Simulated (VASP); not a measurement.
# MgO (Fm-3m) in VASP: a series of runs

MgO is run at these levels: PBE; tasks: single point.

All numbers are computed with VASP 6.6.1; they aren't measurements. Logs are shortened: lines on timing, memory, paths and dates and some standing lists are left out, and cuts for length are marked.

## Step 1: The cell of the first run

It takes space group Fm-3m (No. 225, cubic). The conventional cell has a = 4.212 Å, b = 4.212 Å, c = 4.212 Å, α = 90.00°, β = 90.00°, γ = 90.00°. Within 2.8 Å of Mg (site symmetry m-3m) lie 6 O at 2.11 Å. O (site symmetry m-3m) has 6 Mg at 2.11 Å within 2.8 Å.

## Step 2: Single point, PBE

Contents of INCAR:

```
ALGO = Normal
EDIFF = 1E-6
ENCUT = 600
GGA = PE
GGA_COMPAT = F
ISIF = 2
ISMEAR = -1
LASPH = T
LCHARG = F
LREAL = F
LWAVE = F
NBANDS = 11
NELM = 120
PREC = Accurate
SIGMA = 0.05
```

Contents of KPOINTS:

```
k-points
0
Gamma
  8 8 8
```

Contents of POSCAR:

```
MgO
1.0
    0.0000000000      2.1060700000      2.1060700000
    2.1060700000      0.0000000000      2.1060700000
    2.1060700000      2.1060700000      0.0000000000
Mg O
1 1
Direct
    0.0000000000      0.0000000000      0.0000000000
    0.5000000000      0.5000000000      0.5000000000
```

Potentials or basis: VASP PAW PBE potentials, release 64 (Mg, O).

Started as:

```
$ cat potpaw_PBE.64/Mg/POTCAR potpaw_PBE.64/O/POTCAR > POTCAR
$ mpirun -np 1 vasp_std > vasp.out
```

OUTCAR:

```text
EDIFF = 1E-6
   ENCUT = 600
   GGA = PE
   ISIF = 2
   ISMEAR = -1
   LASPH = T
   LREAL = F
   NELM = 120
   PREC = Accurate

 ion  position               nearest neighbor table
   1  0.000  0.000  0.000-   2 2.11   2 2.11   2 2.11   2 2.11   2 2.11   2 2.11
   2  0.500  0.500  0.500-   1 2.11   1 2.11   1 2.11   1 2.11   1 2.11   1 2.11

  LATTYP: Found a face centered cubic cell.
 ALAT       =     4.2121400000

  Lattice vectors:

 A1 = (   0.0000000000,   2.1060700000,   2.1060700000)
 A2 = (   2.1060700000,   0.0000000000,   2.1060700000)
 A3 = (   2.1060700000,   2.1060700000,   0.0000000000)

Analysis of symmetry for initial positions (statically):
=====================================================================
 Subroutine PRICEL returns:
 Original cell was already a primitive cell.

 Routine SETGRP: Setting up the symmetry group for a
 face centered cubic supercell.

 Subroutine GETGRP returns: Found 48 space group operations
 (whereof 48 operations were pure point group operations)
 out of a pool of 48 trial point group operations.

The static configuration has the point symmetry O_h .

Analysis of symmetry for dynamics (positions and initial velocities):
=====================================================================
 Subroutine PRICEL returns:
 Original cell was already a primitive cell.

 Routine SETGRP: Setting up the symmetry group for a
 face centered cubic supercell.

 Subroutine GETGRP returns: Found 48 space group operations
 (whereof 48 operations were pure point group operations)
 out of a pool of 48 trial point group operations.

The dynamic configuration has the point symmetry O_h .

 Subroutine INISYM returns: Found 48 space group operations
 (whereof 48 operations are pure point group operations),
 and found     1 'primitive' translations

----------------------------------------------------------------------------------------

                                     Primitive cell

  volume of cell :      18.6831

  direct lattice vectors                    reciprocal lattice vectors
     0.000000000  2.106070000  2.106070000    -0.237409013  0.237409013  0.237409013
     2.106070000  0.000000000  2.106070000     0.237409013 -0.237409013  0.237409013
     2.106070000  2.106070000  0.000000000     0.237409013  0.237409013 -0.237409013

  length of vectors
     2.978432757  2.978432757  2.978432757     0.411204473  0.411204473  0.411204473

  position of ions in fractional coordinates (direct lattice)
     0.000000000  0.000000000  0.000000000
     0.500000000  0.500000000  0.500000000

  ion indices of the primitive-cell ions
   primitive index   ion index
                 1           1
                 2           2

----------------------------------------------------------------------------------------

 KPOINTS: k-points

Automatic generation of k-mesh.
 Grid dimensions read from file:
 generate k-points for:    8    8    8

 Generating k-lattice:

  Cartesian coordinates                     Fractional coordinates (reciprocal lattice)
    -0.029676127  0.029676127  0.029676127     0.125000000  0.000000000  0.000000000
     0.029676127 -0.029676127  0.029676127     0.000000000  0.125000000  0.000000000
     0.029676127  0.029676127 -0.029676127     0.000000000  0.000000000  0.125000000

  Length of vectors
     0.051400559  0.051400559  0.051400559

  Shift w.r.t. Gamma in fractional coordinates (k-lattice)
     0.000000000  0.000000000  0.000000000

 Subroutine IBZKPT returns following result:
 ===========================================

 Found     29 irreducible k-points:

 Following reciprocal coordinates:
            Coordinates               Weight
  0.000000  0.000000  0.000000      1.000000
  0.125000  0.000000  0.000000      8.000000
  0.250000  0.000000  0.000000      8.000000
  0.375000  0.000000  0.000000      8.000000
  0.500000  0.000000  0.000000      4.000000
  0.125000  0.125000  0.000000      6.000000
[... 16 lines left out ...]
  0.500000  0.250000  0.125000     48.000000
 -0.375000  0.250000  0.125000     24.000000
 [... further k-points ...]
   k-points           NKPTS =     29   k-points in BZ     NKDIM =     29   number of bands    NBANDS=     11
   number of dos      NEDOS =    301   number of ions     NIONS =      2
   total plane-waves  NPLWV =  13824
   dimension x,y,z NGX =    24 NGY =   24 NGZ =   24
   dimension x,y,z NGXF=    48 NGYF=   48 NGZF=   48
   ions per type =               1   1
   NGX,Y,Z   is equivalent  to a cutoff of  13.40, 13.40, 13.40 a.u.
   NGXF,Y,Z  is equivalent  to a cutoff of  26.79, 26.79, 26.79 a.u.
 SYSTEM =  unknown system
   PREC   = accura    normal or accurate (medium, high low for compatibility)
   ISTART =      0    job   : 0-new  1-cont  2-samecut
   ICHARG =      2    charge: 1-file 2-atom 10-const
   ISPIN  =      1    spin polarized calculation?
   LNONCOLLINEAR =      F non collinear calculations
   LSORBIT =      F    spin-orbit coupling
   LASPH  =      T    aspherical Exc in radial PAW
   ENCUT  =  600.0 eV  44.10 Ry    6.64 a.u.   5.95  5.95  5.95*2*pi/ulx,y,z
   NELM   =    120;   NELMIN=  2; NELMDL= -5     # of ELM steps
   EDIFF  = 0.1E-05   stopping-criterion for ELM
   LREAL  =      F    real-space projection
   EDIFFG = 0.1E-04   stopping-criterion for IOM
   NSW    =      0    number of steps for IOM
   IBRION =     -1    ionic relax: 0-MD 1-quasi-New 2-CG
   NFREE  =      0    steps in history (QN), initial steepest desc. (CG)
   ISIF   =      2    stress and relaxation
   ISYM   =      2    0-nonsym 1-usesym 2-fastsym
   POTIM  = 0.5000    time-step for ionic-motion
   TEBEG  =    0.0;   TEEND  =   0.0 temperature during run
   PSTRESS=    0.0 pullay stress
   NELECT =       8.0000    total number of electrons
   NUPDOWN=      -1.0000    fix difference up-down
   EMIN   =  10.00;   EMAX   =-10.00  energy-range for DOS
   EFERMI =   0.00;   METHOD = LEGACY
   ISMEAR =    -1;   SIGMA  =   0.05  broadening in eV -4-tet -1-fermi 0-gaus
   EFERMI_NEDOS =   21; number of points for ismear=-14 and -15
   IALGO  =     38    algorithm
   IMIX   =      4    mixing-type and parameters
     AMIX     =   0.40;   BMIX     =  1.00
     AMIX_MAG =   1.60;   BMIX_MAG =  1.00
  volume/ion in A,a.u.               =       9.34        63.04
  Fermi-wavevector in a.u.,A,eV,Ry     =   1.233925  2.331780 20.715828  1.522570
  Thomas-Fermi vector in A             =   2.368636
   LORBIT       =      0    0 simple, 1 ext, 2 COOP (PROOUT), +10 PAW based schemes
   GGA     = PE    functional components
   LHFCALC =     F    Hartree Fock is set to
   AEXX    =    0.0000 exact exchange contribution
   IVDW    =     0    specifies the selected vdW correction
   LEPSILON=     F    determine dielectric tensor
   LRPA    =     F    only Hartree local field effects (RPA)
 non-spin polarized calculation
  energy-cutoff  :      600.00
  volume of cell :       18.68
 maximum number of plane-waves:       636
   NGX = 11   NGY = 11   NGZ = 11

 number of electron       8.0000005 magnetization

 Free energy of the ion-electron system (eV)
  ---------------------------------------------------
  ext. energy  EPLUGINS =         0.00000000
  ---------------------------------------------------
  free energy    TOTEN  =       -11.90895439 eV

  energy without entropy =      -11.90895439  energy(sigma->0) =      -11.90895439

 E-fermi :   4.1777     XC(G=0): -11.0780

 val. band max:        3.1846048592   @ k =   0.0000   0.0000   0.0000
 cond. band min:       7.9117747383   @ k =   0.0000   0.0000   0.0000
 fundamental gap:      4.7271698792
 Fermi energy:         4.1776603207

 k-point     1 :       0.0000    0.0000    0.0000
  band No.  band energies     occupation
      1     -14.0776      2.00000
      2       3.1846      2.00000
      3       3.1846      2.00000
      4       3.1846      2.00000
      5       7.9118      0.00000
      6      18.9865      0.00000
      7      18.9865      0.00000
      8      18.9865      0.00000
      9      22.9019      0.00000
     10      24.6773      0.00000
     11      24.6773      0.00000

 k-point     2 :       0.1250    0.0000    0.0000
  band No.  band energies     occupation
      1     -13.9146      2.00000
      2       2.2306      2.00000
      3       3.0815      2.00000
      4       3.0815      2.00000
      5       8.8259      0.00000
      6      17.3070      0.00000
      7      19.3453      0.00000
      8      19.3453      0.00000
      9      23.7096      0.00000
     10      23.7096      0.00000
     11      25.0630      0.00000

 k-point     3 :       0.2500    0.0000    0.0000
  band No.  band energies     occupation
      1     -13.4908      2.00000
      2       0.5263      2.00000
      3       2.8441      2.00000
      4       2.8441      2.00000
      5      10.2731      0.00000
      6      15.7607      0.00000
      7      19.8394      0.00000
      8      19.8394      0.00000
      9      23.3196      0.00000
     10      23.3196      0.00000
     11      25.1769      0.00000

 k-point     4 :       0.3750    0.0000    0.0000
  band No.  band energies     occupation
      1     -13.0129      2.00000
      2      -0.8814      2.00000
      3       2.6207      2.00000
      4       2.6207      2.00000
      5      10.9872      0.00000
      6      15.5628      0.00000
      7      19.6657      0.00000
      8      19.6657      0.00000
      9      24.3877      0.00000
     10      24.6330      0.00000
     11      24.6330      0.00000

 k-point     5 :       0.5000    0.0000    0.0000
  band No.  band energies     occupation
      1     -12.7944      2.00000
      2      -1.4313      2.00000
      3       2.5317      2.00000
      4       2.5317      2.00000
      5      11.0826      0.00000
      6      15.7898      0.00000
      7      19.4969      0.00000
      8      19.4969      0.00000
      9      24.0768      0.00000
     10      25.6863      0.00000
     11      25.6863      0.00000
[... 211 lines left out ...]
 k-point    21 :       0.5000    0.5000    0.0000
  band No.  band energies     occupation
      1     -12.5362      2.00000
      2      -0.8988      2.00000
      3       1.8366      2.00000
      4       1.8366      2.00000
      5      12.3066      0.00000
      6      13.1555      0.00000
      7      16.2829      0.00000
      8      22.1563      0.00000
      9      22.1563      0.00000
     10      28.4928      0.00000
     11      30.0282      0.00000

 k-point    22 :       0.3750    0.2500    0.1250
  band No.  band energies     occupation
      1     -13.1872      2.00000
      2       0.1697      2.00000
      3       2.0335      2.00000
      4       2.5701      2.00000
      5      11.6776      0.00000
      6      14.6737      0.00000
      7      18.2665      0.00000
      8      20.7317      0.00000
      9      21.2981      0.00000
     10      25.6257      0.00000
     11      29.0116      0.00000

 k-point    23 :       0.5000    0.2500    0.1250
  band No.  band energies     occupation
      1     -12.8110      2.00000
      2      -0.5208      2.00000
      3       1.4584      2.00000
      4       2.3178      2.00000
      5      12.6802      0.00000
      6      14.8393      0.00000
      7      17.1063      0.00000
      8      20.3295      0.00000
      9      22.8707      0.00000
     10      25.5927      0.00000
     11      29.2081      0.00000

 k-point    24 :      -0.3750    0.2500    0.1250
  band No.  band energies     occupation
      1     -12.6437      2.00000
      2      -0.8144      2.00000
      3       1.2510      2.00000
      4       2.1986      2.00000
      5      12.8577      0.00000
      6      15.3836      0.00000
      7      16.6764      0.00000
      8      20.0836      0.00000
      9      23.7122      0.00000
     10      25.2630      0.00000
     11      29.3461      0.00000

 [... further k-points ...]
[... 5 lines left out ...]
  --------------------------------------------------------------------------------------
  -------------------------------------------------------------------------------------
  Total        0.4298663      0.4298663      0.4298663      0.0000000      0.0000000     -0.0000000
  in kB       36.8634126     36.8634126     36.8634126      0.0000000      0.0000000     -0.0000000
  external PRESSURE =      36.8634126 kB  Pullay stress =       0.0000000 kB

 VOLUME and BASIS-vectors are now :
 -----------------------------------------------------------------------------
  energy-cutoff  :      600.00
  volume of cell :       18.68
      direct lattice vectors                 reciprocal lattice vectors
     0.000000000  2.106070000  2.106070000    -0.237409013  0.237409013  0.237409013
     2.106070000  0.000000000  2.106070000     0.237409013 -0.237409013  0.237409013
     2.106070000  2.106070000  0.000000000     0.237409013  0.237409013 -0.237409013

 POSITION                                       TOTAL-FORCE (eV/Angst)
 -----------------------------------------------------------------------------------
      0.00000      0.00000      0.00000        -0.000000     -0.000000      0.000000
      2.10607      2.10607      2.10607         0.000000      0.000000     -0.000000
 -----------------------------------------------------------------------------------
    total drift:                               -0.000000     -0.000000      0.000000

  FREE ENERGIE OF THE ION-ELECTRON SYSTEM (eV)
  ---------------------------------------------------
  free  energy   TOTEN  =       -11.9089543926 eV

  energy  without entropy=      -11.9089543925  energy(sigma->0) =      -11.90895439
```

It took 10 s on 1 thread of Intel Xeon 8259CL, shared host; peak memory 0.14 GiB.

Results:

| Property | Result |
| --- | --- |
| Free energy | -11.9090 eV |
| Pressure | 3.7 GPa |
| Band gap on the k mesh | 4.73 eV, direct |

## Step 3: Single point, PBE

Contents of INCAR:

```
PREC     = Accurate       # precision mode
ENCUT    = 600            # plane-wave cutoff, eV
EDIFF    = 1E-6           # SCF threshold, eV
ISMEAR   = -5             # smearing method
SIGMA    = 0.1            # smearing width, eV
LREAL    = F              # projectors in reciprocal space
LASPH    = T              # aspherical terms in the spheres
NELM     = 120            # most SCF steps
ALGO     = Normal         # electronic algorithm
ISIF     = 2              # what is computed and relaxed
LWAVE    = F              # write WAVECAR
LCHARG   = F              # write CHGCAR
GGA      = PE             # functional
NBANDS   = 11             # bands
GGA_COMPAT= F
```

Contents of KPOINTS:

```
Automatic mesh
0
Gamma
  8 8 8
```

POSCAR is that of step 2.

Potentials or basis: VASP PAW PBE potentials, release 64 (Mg, O).

Started as:

```
$ cat potpaw_PBE.64/Mg/POTCAR potpaw_PBE.64/O/POTCAR > POTCAR
$ mpirun -np 1 vasp_std > vasp.out
```

Wall time 9.4 s (1 thread of Intel Xeon 8259CL, shared host); peak memory 0.14 GiB.

The run converged. Its results:

```
Free energy            : -11.9090 eV
Pressure               : 3.7 GPa
Band gap on the k mesh : 4.73 eV, direct
```

Levels at points of the mesh, in eV from the valence-band top:
```
           k point  band 1  band 2  band 3  band 4  band 5  band 6  band 7  band 8
(0.00, 0.00, 0.00)  -17.26    0.00    0.00    0.00    4.73   15.80   15.80   15.80
(0.50, 0.00, 0.00)  -15.98   -4.62   -0.65   -0.65    7.90   12.61   16.31   16.31
(0.50, 0.50, 0.00)  -15.72   -4.08   -1.35   -1.35    9.12    9.97   13.10   18.97
```
